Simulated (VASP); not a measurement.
Set up this calculation in VASP 6.6.1, as the native input.

| Quantity | Value |
| --- | --- |
| Task | single point |
| Functional | PBE |
| Potentials or basis | VASP PAW PBE potentials, release 64 (Sn_d, Se) |
| Cutoff | 520 eV |
| k mesh | 13 × 13 × 13 |
| Occupations | fermi-dirac, width 0.05 eV |
| Spin | no spin polarisation |
| Dipole correction | no |
| Further INCAR settings | ALGO = Normal; EDIFF = 1e-06; NBANDS = 17 |

The structure of SnSe (rocksalt type) lies in POSCAR:

```
SnSe
1.0
    0.0000000000      3.0312527154      3.0312527154
    3.0312527154      0.0000000000      3.0312527154
    3.0312527154      3.0312527154      0.0000000000
Sn Se
1 1
Direct
    0.0000000000      0.0000000000      0.0000000000
    0.5000000000      0.5000000000      0.5000000000
```

These files were run (other wordings do the same):

INCAR

```
SYSTEM = SnSe
PREC = Accurate
ENCUT = 520
EDIFF = 1E-6
ISMEAR = -1
SIGMA = 0.05
LREAL = .FALSE.
LASPH = .TRUE.
NELM = 100
ALGO = Normal
ISIF = 2
LWAVE = .FALSE.
LCHARG = .FALSE.
GGA = PE
NBANDS = 17
```

KPOINTS

```
Automatic mesh
0
G
  13 13 13
  0 0 0
```

Potentials or basis: VASP PAW PBE potentials, release 64 (Sn_d, Se).

Run with:

```console
$ cat potpaw_PBE.64/Sn_d/POTCAR potpaw_PBE.64/Se/POTCAR > POTCAR
$ mpirun -np 1 vasp_std > vasp.out
```

It gave:

```json
{
 "Pressure": "0.0 GPa"
}
```

Run time: 68 s on 1 thread of Intel Xeon 8259CL, with other jobs on the host, peak memory 0.23 GiB.
